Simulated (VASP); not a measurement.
Wanted: the native input for a VASP 6.6.1 run.

```yaml
Task: single point
Functional: PBE
Potentials_or_basis: VASP PAW PBE potentials, release 64 (Si, C)
Cutoff: 520 eV
k_mesh: 12 × 12 × 6
Occupations: gaussian, width 0.05 eV
Spin: no spin polarisation
Dipole_correction: no
Further_INCAR_settings: ALGO = Normal; EDIFF = 1e-06; NBANDS = 16
```

The structure of SiC lies in POSCAR:

```
SiC
1.0
    3.0759982064      0.0153799910      0.0000000000
   -1.5246796403      2.6562025933      0.0000000000
    0.0000000000      0.0000000000      5.0480000000
Si C
2 2
Direct
    0.3333333333      0.6666666667      0.0000000000
    0.6666666667      0.3333333333      0.5000000000
    0.3333333333      0.6666666667      0.3850000000
    0.6666666667      0.3333333333      0.8850000000
```

This cell differs from its parent crystal: strain +0.0100 x Voigt [0, 0, 0, 0, 0, 1].

These files were run (other wordings do the same):

INCAR

```
PREC = Accurate
ENCUT = 520
EDIFF = 1E-6
ISMEAR = 0
SIGMA = 0.05
LREAL = F
LASPH = T
NELM = 80
ALGO = Normal
ISIF = 2
LWAVE = F
LCHARG = F
GGA = PE
NBANDS = 16
```

KPOINTS

```
regular mesh
0
Gamma
  12 12 6
```

Potentials or basis: VASP PAW PBE potentials, release 64 (Si, C).

Run with:

```console
$ cat potpaw_PBE.64/Si/POTCAR potpaw_PBE.64/C/POTCAR > POTCAR
$ mpirun -np 1 vasp_std > vasp.out
```

It gave:

* Pressure: 3.7 GPa
* Largest force: 0.762 eV/Å
* Band gap on the k mesh: 2.32 eV, indirect (least direct gap 4.03 eV)

Caveat: the cell differs from its parent crystal (strain +0.0100 x Voigt [0, 0, 0, 0, 0, 1]).

It took 88 s on 1 thread of Intel Xeon 6975P-C, on a shared host, peak memory 0.28 GiB.
